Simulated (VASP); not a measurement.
Be4ZnSe, 6 atoms in the cell. The structure is hexagonal, space group P-6m2 (No. 187). Conventional cell: a = 3.796 Å, b = 3.796 Å, c = 6.543 Å, α = 90.00°, β = 90.00°, γ = 120.00°. Within 2.7 Å of Be (site symmetry 3m) lie 2 Be at 2.04 to 2.47 Å and 3 Se at 2.52 Å. Within 2.9 Å of Be (site symmetry -6m2) lie 3 Be at 2.19 Å and 3 Zn at 2.19 Å. Within 2.7 Å of Be (site symmetry -6m2) lie 5 Be at 2.04 to 2.19 Å and 3 Zn at 2.19 Å. Within 2.9 Å of Zn (site symmetry -6m2) lie 6 Be at 2.19 Å. Se (site symmetry -6m2) has 6 Be at 2.52 Å and 2 Zn at 3.27 Å within 3.3 Å. 

```yaml
Program: VASP 6.6.1
Task: single point
Functional: PBE
Potentials_or_basis: VASP PAW PBE potentials, release 64 (Be, Zn, Se)
Cutoff: 600 eV
k_mesh: 6 × 6 × 2
Occupations: gaussian, width 0.2 eV
Spin: no spin polarisation
Dipole_correction: no
Further_INCAR_settings: ALGO = Normal; EDIFF = 1e-06; NBANDS = 22
```

Potentials or basis: VASP PAW PBE potentials, release 64 (Be, Zn, Se).

Command:

```bash
$ cat potpaw_PBE.64/Be/POTCAR potpaw_PBE.64/Zn/POTCAR potpaw_PBE.64/Se/POTCAR > POTCAR
$ mpirun -np 1 vasp_std > vasp.out
```

Hardware: 1 thread of Intel(R) Xeon(R) 6975P-C (Granite Rapids) (shared host).

Q: How long does it take, and how much memory?

A: Run time: 15 s on 1 thread of Intel(R) Xeon(R) 6975P-C (Granite Rapids), on a shared host, peak memory 0.22 GiB. Counts: scf iterations 14, k points 14.
